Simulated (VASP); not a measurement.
Input of a VASP 6.6.1 run:

The input POSCAR:

```
HfO2
1.0
    3.7377814262      0.0000000000      0.0000000000
    0.0000000000      3.7377814262      0.0000000000
    0.0000000000      0.0000000000      5.1245692619
Hf O
2 4
Direct
    0.5000000000      0.5000000000      0.5000000000
    0.0000000000      0.0000000000      0.0000000000
    0.0000000000      0.5000000000      0.6888047537
    0.5000000000      0.0000000000      0.8111952463
    0.5000000000      0.0000000000      0.3111952463
    0.0000000000      0.5000000000      0.1888047537
```

Contents of INCAR.step1:

```
SYSTEM = HfO2
  PREC = Accurate
  ENCUT = 520
  ISMEAR = 0
  SIGMA = 0.02
  LREAL = .False.
  LASPH = .True.
  NELM = 60
  NBANDS = 31
  GGA = PE
  ALGO = Normal
  EDIFF = 1E-4
  LWAVE = .True.
  LCHARG = .False.
```

INCAR.step2

```
SYSTEM = HfO2
  PREC = Accurate
  ENCUT = 520
  EDIFF = 1E-6
  ISMEAR = 0
  SIGMA = 0.02
  LREAL = .False.
  LASPH = .True.
  NELM = 60
  ALGO = Normal
  ISIF = 2
  LWAVE = .False.
  LCHARG = .True.
  METAGGA = R2SCAN
  LMIXTAU = .True.
  LELF = .True.
  LVHAR = .True.
  NBANDS = 31
  ISTART = 1
```

File KPOINTS:

```
Automatic mesh
0
Gamma
  6 6 6
  0 0 0
```

Potentials or basis: VASP PAW PBE potentials, release 64 (Hf_pv, O).

Run with:

```console
$ cat potpaw_PBE.64/Hf_pv/POTCAR potpaw_PBE.64/O/POTCAR > POTCAR
$ cp INCAR.step1 INCAR
$ mpirun -np 1 vasp_std > vasp.out
$ cp INCAR.step2 INCAR
$ mpirun -np 1 vasp_std > vasp.out
```

(1) Estimate the band gap on the k mesh.

(2) Estimate the largest force.

(3) Predict the pressure.

Results:

(1) 4.32 eV, indirect (least direct gap 4.37 eV).

(2) 0.067 eV/Å.

(3) -18.9 GPa.

Caveat: the cell differs from its parent crystal (biaxial strain in the a-b plane: +4.5 %, then relaxed in part); the PAW data sets were made with another functional, which shifts forces and pressure a little; spin-orbit coupling is left out, which moves the levels of the heavy elements.
